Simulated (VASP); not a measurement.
# CoSn: single point with r2SCAN

CoSn:

```
Co Sn
1.0
     5.20855    0.00000    0.00000
    -2.60428    4.51074    0.00000
     0.00000    0.00000    4.15487
Co Sn
3 3
Direct
  0.00000 0.50000 0.00000
  0.50000 0.50000 0.00000
  0.50000 0.00000 0.00000
  0.66667 0.33333 0.50000
  0.33333 0.66667 0.50000
  0.00000 0.00000 0.00000
```

```yaml
Program: VASP 6.6.1
Task: single point
Functional: r2SCAN
Potentials_or_basis: VASP PAW PBE potentials, release 64 (Co, Sn_d)
Cutoff: 520 eV
k_mesh: 6 × 6 × 8
Occupations: gaussian, width 0.05 eV
Spin: collinear spin
Starting_moments: "[0.05, 0.05, 0.05, 0.0, 0.0, 0.0] μB"
```

- Pressure: 3.3 GPa
- Net moment: 0.00 μB per cell
- Valence electrons inside the program's atomic spheres: Co 8.46; Sn 12.54, 12.37 (each value once)

Levels at points of the mesh, in eV from the Fermi level:
Spin up:
```tsv
k point	band 30	band 31	band 32	band 33	band 34	band 35	band 36	band 37	band 38	band 39
(0.00, 0.00, 0.00)	-0.51	-0.49	-0.49	-0.42	-0.42	0.74	0.84	1.61	1.61	3.37
(0.50, 0.00, 0.00)	-1.03	-0.69	-0.44	-0.42	0.91	1.10	1.95	2.05	3.01	3.67
(0.00, 0.00, 0.50)	-0.90	-0.90	-0.57	-0.51	-0.51	-0.45	-0.45	0.02	0.74	1.66
(0.50, 0.00, 0.50)	-1.21	-0.91	-0.74	-0.53	-0.49	-0.40	-0.13	0.57	1.46	4.49
```
Spin down:
```csv
k point,band 30,band 31,band 32,band 33,band 34,band 35,band 36,band 37,band 38,band 39
"(0.00, 0.00, 0.00)",-0.51,-0.49,-0.49,-0.42,-0.42,0.74,0.84,1.61,1.61,3.37
"(0.50, 0.00, 0.00)",-1.03,-0.69,-0.44,-0.42,0.91,1.10,1.95,2.05,3.01,3.67
"(0.00, 0.00, 0.50)",-0.90,-0.90,-0.57,-0.51,-0.51,-0.45,-0.45,0.02,0.74,1.66
"(0.50, 0.00, 0.50)",-1.21,-0.91,-0.74,-0.53,-0.49,-0.40,-0.13,0.57,1.46,4.49
```

Wall time 34 min on 1 thread of Oxide Virtual Turin-like Processor, with other jobs on the host, peak memory 0.39 GiB.

Caveat: the cell stands under pressure; the PAW data sets were made with another functional, which shifts forces and pressure a little; spin-orbit coupling is left out, which moves the levels of the heavy elements.
